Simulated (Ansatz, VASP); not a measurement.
## BAs in VASP and in Ansatz

File POSCAR:

```
BAs
1.0
    0.0000000000      2.3724693156      2.3724693156
    2.3724693156      0.0000000000      2.3724693156
    2.3724693156      2.3724693156      0.0000000000
As B
1 1
Direct
    0.7500000000      0.7500000000      0.7500000000
    0.0000000000      0.0000000000      0.0000000000
```

File INCAR.step1:

```
SYSTEM = BAs
  PREC = Accurate
  ENCUT = 520
  EDIFF = 1E-5
  ISMEAR = -1
  SIGMA = 0.05
  LREAL = .FALSE.
  LASPH = .TRUE.
  NELM = 100
  ALGO = Normal
  ISIF = 2
  LWAVE = .TRUE.
  GGA = PE
  NBANDS = 11
```

Contents of INCAR.step2:

```
SYSTEM = BAs
  PREC = Accurate
  ENCUT = 520
  EDIFF = 1E-7
  ISMEAR = -1
  SIGMA = 0.05
  LREAL = .FALSE.
  LASPH = .TRUE.
  NELM = 100
  ALGO = Normal
  ISIF = 2
  LWAVE = .FALSE.
  LCHARG = .TRUE.
  METAGGA = R2SCAN
  LHFCALC = .TRUE.
  AEXX = 0.25
  LMIXTAU = .TRUE.
  PRECFOCK = Normal
  LELF = .TRUE.
  LVHAR = .TRUE.
  ISTART = 1
  NBANDS = 11
```

The input KPOINTS:

```
regular mesh
0
G
  5 5 5
  0 0 0
```

The input input.yaml:

```yaml
crystal:
  lattice:
    - [0.0, 2.3724693156, 2.3724693156]
    - [2.3724693156, 0.0, 2.3724693156]
    - [2.3724693156, 2.3724693156, 0.0]
  atoms:
    - { symbol: As, position: [0.75, 0.75, 0.75] }
    - { symbol: B, position: [0.0, 0.0, 0.0] }
hamiltonian:
  xc: r2scan0
  pseudopotentials: { kind: paw }
kpoints:
  mp_grid: { grid: [5, 5, 5] }
scf:
  occupations: { method: fermi_dirac, width: 0.05 }
output:
  forces: true
  stress: true
  eigenvalues: true
```

Alike in both runs: task single point; functional r2SCAN0; k mesh 5 × 5 × 5; occupations fermi-dirac, width 0.05 eV; no spin polarisation.

```csv
,VASP,Ansatz
version,VASP 6.6.1,Ansatz 0.2.0
potentials or method,"VASP PAW PBE potentials, release 64 (As, B)",Ansatz PAW
plane-wave cutoff (eV),520,500
valence electrons in the cell,8,18
```

```tsv
	VASP	Ansatz	Ansatz less VASP
gap on the k mesh at the Fermi level (eV)	2.65	2.60	-0.051
least direct gap on the mesh (eV)	4.93	4.89	-0.046
pressure (GPa)	1.2	1.6	+0.39
```

VASP's potentials were made for PBE, not for r2SCAN0. The functional is the same, so the differences come from potentials, cutoffs and numerics. VASP's potentials hold 8 valence electrons a cell and Ansatz's 18, so a difference there can come from the potentials and not from the codes.

The k mesh is coarse, so the values compare programs but aren't converged. Noted on Ansatz's run: odd divisions of the mesh miss points on the zone boundary, where band edges often lie, so the gap on the mesh can be too wide.
